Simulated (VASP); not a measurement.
# Ge (Fd-3m) in VASP: a series of runs

Aim: see how the results for Ge move with the level of theory and the settings. Levels: r2SCAN50, HF, PBE. Tasks: single point.

Everything below comes from runs of VASP 6.6.1. Logs are shortened: lines on timing, memory, paths and dates and some standing lists are left out, and cuts for length are marked.

### 1 The cell of the first run

It takes space group Fd-3m (No. 227, cubic). Conventional cell: a = 5.769 Å, b = 5.769 Å, c = 5.769 Å, α = 90.00°, β = 90.00°, γ = 90.00°. Ge (site symmetry -43m) has 4 Ge at 2.50 Å within 3.3 Å.

### 2 Single point, r2SCAN50

File POSCAR:

```
Ge
1.0
    0.0000000000      2.8843929095      2.8843929095
    2.8843929095      0.0000000000      2.8843929095
    2.8843929095      2.8843929095      0.0000000000
Ge
2
Direct
    0.7500000000      0.7500000000      0.7500000000
    0.5000000000      0.5000000000      0.5000000000
```

File INCAR.step1:

```
ALGO     = Normal         # electronic algorithm
EDIFF    = 1E-5           # SCF threshold, eV
ENCUT    = 520            # plane-wave cutoff, eV
GGA      = PE             # functional
ISIF     = 2              # what is computed and relaxed
ISMEAR   = -1             # smearing method
LASPH    = True           # aspherical terms in the spheres
LREAL    = False          # projectors in reciprocal space
LWAVE    = True           # write WAVECAR
NBANDS   = 21             # bands
NELM     = 80             # most SCF steps
PREC     = Accurate       # precision mode
SIGMA    = 0.05           # smearing width, eV
```

File INCAR.step2:

```
AEXX     = 0.5            # exact-exchange fraction
ALGO     = Normal         # electronic algorithm
EDIFF    = 1E-6           # SCF threshold, eV
ENCUT    = 520            # plane-wave cutoff, eV
ISIF     = 2              # what is computed and relaxed
ISMEAR   = -1             # smearing method
ISTART   = 1            
LASPH    = True           # aspherical terms in the spheres
LCHARG   = True           # write CHGCAR
LELF     = True           # ELF
LHFCALC  = True           # exact exchange
LMIXTAU  = True         
LREAL    = False          # projectors in reciprocal space
LVHAR    = True         
LWAVE    = False          # write WAVECAR
METAGGA  = R2SCAN         # meta-GGA
NBANDS   = 21             # bands
NELM     = 80             # most SCF steps
PREC     = Accurate       # precision mode
PRECFOCK = Normal       
SIGMA    = 0.05           # smearing width, eV
```

File KPOINTS:

```
k-points
0
Gamma
  4 4 4
```

Potentials or basis: VASP PAW PBE potentials, release 64 (Ge_d).

The run is started by

```bash
> cat potpaw_PBE.64/Ge_d/POTCAR > POTCAR
> cp INCAR.step1 INCAR
> mpirun -np 1 vasp_std > vasp.out
> cp INCAR.step2 INCAR
> mpirun -np 1 vasp_std > vasp.out
```

OUTCAR:

```text
AEXX = 0.5
   EDIFF = 1E-6
   ENCUT = 520
   ISIF = 2
   ISMEAR = -1
   ISTART = 1
   LASPH = True
   LHFCALC = True
   LREAL = False
   METAGGA = R2SCAN
   NELM = 80
   PREC = Accurate
   PRECFOCK = Normal

 ion  position               nearest neighbor table
   1  0.750  0.750  0.750-   2 2.50   2 2.50   2 2.50   2 2.50
   2  0.500  0.500  0.500-   1 2.50   1 2.50   1 2.50   1 2.50

  LATTYP: Found a face centered cubic cell.
 ALAT       =     5.7687858190

  Lattice vectors:

 A1 = (   0.0000000000,   2.8843929095,   2.8843929095)
 A2 = (   2.8843929095,   0.0000000000,   2.8843929095)
 A3 = (   2.8843929095,   2.8843929095,   0.0000000000)

Analysis of symmetry for initial positions (statically):
=====================================================================
 Subroutine PRICEL returns:
 Original cell was already a primitive cell.

 Routine SETGRP: Setting up the symmetry group for a
 face centered cubic supercell.

 Subroutine GETGRP returns: Found 48 space group operations
 (whereof 24 operations were pure point group operations)
 out of a pool of 48 trial point group operations.

The static configuration has the point symmetry T_d .
 The point group associated with its full space group is O_h .

Analysis of symmetry for dynamics (positions and initial velocities):
=====================================================================
 Subroutine PRICEL returns:
 Original cell was already a primitive cell.

 Routine SETGRP: Setting up the symmetry group for a
 face centered cubic supercell.

 Subroutine GETGRP returns: Found 48 space group operations
 (whereof 24 operations were pure point group operations)
 out of a pool of 48 trial point group operations.

The dynamic configuration has the point symmetry T_d .
 The point group associated with its full space group is O_h .

 Subroutine INISYM returns: Found 48 space group operations
 (whereof 24 operations are pure point group operations),
 and found     1 'primitive' translations

----------------------------------------------------------------------------------------

                                     Primitive cell

  volume of cell :      47.9947

  direct lattice vectors                    reciprocal lattice vectors
     0.000000000  2.884392909  2.884392909    -0.173346703  0.173346703  0.173346703
     2.884392909  0.000000000  2.884392909     0.173346703 -0.173346703  0.173346703
     2.884392909  2.884392909  0.000000000     0.173346703  0.173346703 -0.173346703

  length of vectors
     4.079147572  4.079147572  4.079147572     0.300245296  0.300245296  0.300245296

  position of ions in fractional coordinates (direct lattice)
     0.750000000  0.750000000  0.750000000
     0.500000000  0.500000000  0.500000000

  ion indices of the primitive-cell ions
   primitive index   ion index
                 1           1
                 2           2

----------------------------------------------------------------------------------------

 KPOINTS: k-points

Automatic generation of k-mesh.
 Grid dimensions read from file:
 generate k-points for:    4    4    4

 Generating k-lattice:

  Cartesian coordinates                     Fractional coordinates (reciprocal lattice)
    -0.043336676  0.043336676  0.043336676     0.250000000  0.000000000  0.000000000
     0.043336676 -0.043336676  0.043336676     0.000000000  0.250000000  0.000000000
     0.043336676  0.043336676 -0.043336676     0.000000000  0.000000000  0.250000000

  Length of vectors
     0.075061324  0.075061324  0.075061324

  Shift w.r.t. Gamma in fractional coordinates (k-lattice)
     0.000000000  0.000000000  0.000000000

 Subroutine IBZKPT returns following result:
 ===========================================

 Found      8 irreducible k-points:

 Following reciprocal coordinates:
            Coordinates               Weight
  0.000000  0.000000  0.000000      1.000000
  0.250000  0.000000  0.000000      8.000000
  0.500000  0.000000  0.000000      4.000000
  0.250000  0.250000  0.000000      6.000000
  0.500000  0.250000  0.000000     24.000000
 -0.250000  0.250000  0.000000     12.000000
  0.500000  0.500000  0.000000      3.000000
 -0.250000  0.500000  0.250000      6.000000
   k-points           NKPTS =      8   k-points in BZ     NKDIM =     64   number of bands    NBANDS=     21
   number of dos      NEDOS =    301   number of ions     NIONS =      2
   total plane-waves  NPLWV =  27000
   dimension x,y,z NGX =    30 NGY =   30 NGZ =   30
   dimension x,y,z NGXF=    60 NGYF=   60 NGZF=   60
   ions per type =               2
   NGX,Y,Z   is equivalent  to a cutoff of  12.23, 12.23, 12.23 a.u.
   NGXF,Y,Z  is equivalent  to a cutoff of  24.45, 24.45, 24.45 a.u.
 SYSTEM =  unknown system
   PREC   = accura    normal or accurate (medium, high low for compatibility)
   ISTART =      1    job   : 0-new  1-cont  2-samecut
   ICHARG =      0    charge: 1-file 2-atom 10-const
   ISPIN  =      1    spin polarized calculation?
   LNONCOLLINEAR =      F non collinear calculations
   LSORBIT =      F    spin-orbit coupling
   LASPH  =      T    aspherical Exc in radial PAW
   ENCUT  =  520.0 eV  38.22 Ry    6.18 a.u.   7.58  7.58  7.58*2*pi/ulx,y,z
   NELM   =     80;   NELMIN=  2; NELMDL=  0     # of ELM steps
   EDIFF  = 0.1E-05   stopping-criterion for ELM
   LREAL  =      F    real-space projection
   EDIFFG = 0.1E-04   stopping-criterion for IOM
   NSW    =      0    number of steps for IOM
   IBRION =     -1    ionic relax: 0-MD 1-quasi-New 2-CG
   NFREE  =      0    steps in history (QN), initial steepest desc. (CG)
   ISIF   =      2    stress and relaxation
   ISYM   =      3    0-nonsym 1-usesym 2-fastsym
   POTIM  = 0.5000    time-step for ionic-motion
   TEBEG  =    0.0;   TEEND  =   0.0 temperature during run
   PSTRESS=    0.0 pullay stress
   NELECT =      28.0000    total number of electrons
   NUPDOWN=      -1.0000    fix difference up-down
   EMIN   =  10.00;   EMAX   =-10.00  energy-range for DOS
   EFERMI =   0.00;   METHOD = LEGACY
   ISMEAR =    -1;   SIGMA  =   0.05  broadening in eV -4-tet -1-fermi 0-gaus
   EFERMI_NEDOS =   21; number of points for ismear=-14 and -15
   IALGO  =     38    algorithm
   IMIX   =      1    mixing-type and parameters
     AMIX     =   0.40;   BMIX     =  1.00
     AMIX_MAG =   1.60;   BMIX_MAG =  1.00
  volume/ion in A,a.u.               =      24.00       161.94
  Fermi-wavevector in a.u.,A,eV,Ry     =   1.367928  2.585008 25.459572  1.871226
  Thomas-Fermi vector in A             =   2.493937
   LORBIT       =      0    0 simple, 1 ext, 2 COOP (PROOUT), +10 PAW based schemes
   METAGGA = R2SCAN    functional components
   LHFCALC =     T    Hartree Fock is set to
   PRECFOCK=normal    Normal, Fast or Accurate (Low or Medium for compatibility)
   ENCUT4O =  -1.0   cutoff for four orbital integrals eV
   NKREDX  =     1    reduce k-point grid by
   NKREDY  =     1    reduce k-point grid by
   NKREDZ  =     1    reduce k-point grid by
   AEXX    =    0.5000 exact exchange contribution
   HFSCREEN=    0.0000 screening length (either q_TF or 0.3 A-1)
   HFSCREENC=   0.0000 screening length for correlation (either q_TF or 0.3 A-1)
   ENCUTFOCK=  -1.0 apply spherical cutoff to Coloumb kernel
   IVDW    =     0    specifies the selected vdW correction
   LEPSILON=     F    determine dielectric tensor
   LRPA    =     F    only Hartree local field effects (RPA)
 non-spin polarized calculation
  energy-cutoff  :      520.00
  volume of cell :       47.99
 maximum number of plane-waves:      1308
  NGX = 24; NGY = 24; NGZ = 24

 number of electron      27.9999976 magnetization

 Free energy of the ion-electron system (eV)
  ---------------------------------------------------
  ext. energy  EPLUGINS =         0.00000000
  ---------------------------------------------------
  free energy    TOTEN  =       -24.23918267 eV

  energy without entropy =      -24.23918267  energy(sigma->0) =      -24.23918267

 E-fermi :   4.1682     XC(G=0):  -5.8366

 val. band max:        3.0168919300   @ k =   0.0000   0.0000   0.0000
 cond. band min:       5.6224286238   @ k =   0.0000   0.0000   0.0000
 fundamental gap:      2.6055366938
 Fermi energy:         4.1682047348

 k-point     1 :       0.0000    0.0000    0.0000
  band No.  band energies     occupation
      1     -28.4637      2.00000
      2     -28.4637      2.00000
      3     -28.4637      2.00000
      4     -28.4292      2.00000
      5     -28.4292      2.00000
      6     -28.2559      2.00000
[... 13 lines left out ...]
     20      15.7532      0.00000
     21      15.7532      0.00000

 k-point     2 :       0.2500    0.0000    0.0000
  band No.  band energies     occupation
      1     -28.4799      2.00000
      2     -28.4799      2.00000
      3     -28.4570      2.00000
      4     -28.4047      2.00000
      5     -28.4047      2.00000
      6     -28.2720      2.00000
[... 13 lines left out ...]
     20      14.5335      0.00000
     21      14.5335      0.00000

 k-point     3 :       0.5000    0.0000    0.0000
  band No.  band energies     occupation
      1     -28.4862      2.00000
      2     -28.4862      2.00000
      3     -28.4501      2.00000
      4     -28.3931      2.00000
      5     -28.3931      2.00000
      6     -28.2767      2.00000
[... 13 lines left out ...]
     20      17.7483      0.00000
     21      17.7571      0.00000

 k-point     4 :       0.2500    0.2500    0.0000
  band No.  band energies     occupation
      1     -28.4808      2.00000
      2     -28.4808      2.00000
      3     -28.4679      2.00000
      4     -28.4000      2.00000
      5     -28.3698      2.00000
      6     -28.3262      2.00000
[... 13 lines left out ...]
     20      16.4522      0.00000
     21      16.9207      0.00000

 k-point     5 :       0.5000    0.2500    0.0000
  band No.  band energies     occupation
      1     -28.5043      2.00000
      2     -28.4918      2.00000
      3     -28.4311      2.00000
      4     -28.3701      2.00000
      5     -28.3546      2.00000
      6     -28.3394      2.00000
[... 13 lines left out ...]
     20      17.8734      0.00000
     21      18.2400      0.00000

 k-point     6 :      -0.2500    0.2500    0.0000
  band No.  band energies     occupation
      1     -28.5002      2.00000
      2     -28.4933      2.00000
      3     -28.4269      2.00000
      4     -28.3911      2.00000
      5     -28.3674      2.00000
      6     -28.3072      2.00000
[... 13 lines left out ...]
     20      15.8743      0.00000
     21      18.3470      0.00000

 k-point     7 :       0.5000    0.5000    0.0000
  band No.  band energies     occupation
      1     -28.4952      2.00000
      2     -28.4952      2.00000
      3     -28.4178      2.00000
      4     -28.4178      2.00000
      5     -28.3308      2.00000
      6     -28.3308      2.00000
[... 13 lines left out ...]
     20      18.1231      0.00000
     21      19.2944      0.00000

 k-point     8 :      -0.2500    0.5000    0.2500
  band No.  band energies     occupation
      1     -28.5063      2.00000
      2     -28.5063      2.00000
      3     -28.3828      2.00000
      4     -28.3828      2.00000
      5     -28.3375      2.00000
      6     -28.3375      2.00000
[... 13 lines left out ...]
     20      17.6189      0.00000
     21      19.5660      0.00000

------------------------ aborting loop because EDIFF is reached ----------------------------------------

  FORCE on cell =-STRESS in cart. coord.  units (eV):
  Direction    XX          YY          ZZ          XY          YZ          ZX
  --------------------------------------------------------------------------------------
  -------------------------------------------------------------------------------------
  Total       -1.8092642     -1.8092642     -1.8092642      0.0000000      0.0000000     -0.0000000
  in kB      -60.3975506    -60.3975506    -60.3975506      0.0000000      0.0000000     -0.0000000
  external PRESSURE =     -60.3975506 kB  Pullay stress =       0.0000000 kB

 VOLUME and BASIS-vectors are now :
 -----------------------------------------------------------------------------
  energy-cutoff  :      520.00
  volume of cell :       47.99
      direct lattice vectors                 reciprocal lattice vectors
     0.000000000  2.884392909  2.884392909    -0.173346703  0.173346703  0.173346703
     2.884392909  0.000000000  2.884392909     0.173346703 -0.173346703  0.173346703
     2.884392909  2.884392909  0.000000000     0.173346703  0.173346703 -0.173346703

 POSITION                                       TOTAL-FORCE (eV/Angst)
 -----------------------------------------------------------------------------------
      4.32659      4.32659      4.32659        -0.000000     -0.000000     -0.000000
      2.88439      2.88439      2.88439         0.000000      0.000000      0.000000
 -----------------------------------------------------------------------------------
    total drift:                               -0.000002      0.000002     -0.000003

  FREE ENERGIE OF THE ION-ELECTRON SYSTEM (eV)
  ---------------------------------------------------
  free  energy   TOTEN  =       -24.2391826652 eV

  energy  without entropy=      -24.2391826652  energy(sigma->0) =      -24.23918267
```

It took 19 min on 1 thread of AMD EPYC 7R43 (Zen 3), shared host; peak memory 0.14 GiB.

What came out:

```
Free energy            : -24.2392 eV
Pressure               : -6.0 GPa
Band gap on the k mesh : 2.61 eV, direct
```

Caveat: the k points lie up to 0.47 Å⁻¹ apart; the PAW data sets were made with another functional, which shifts forces and pressure a little.

[end of part 1 of 2]
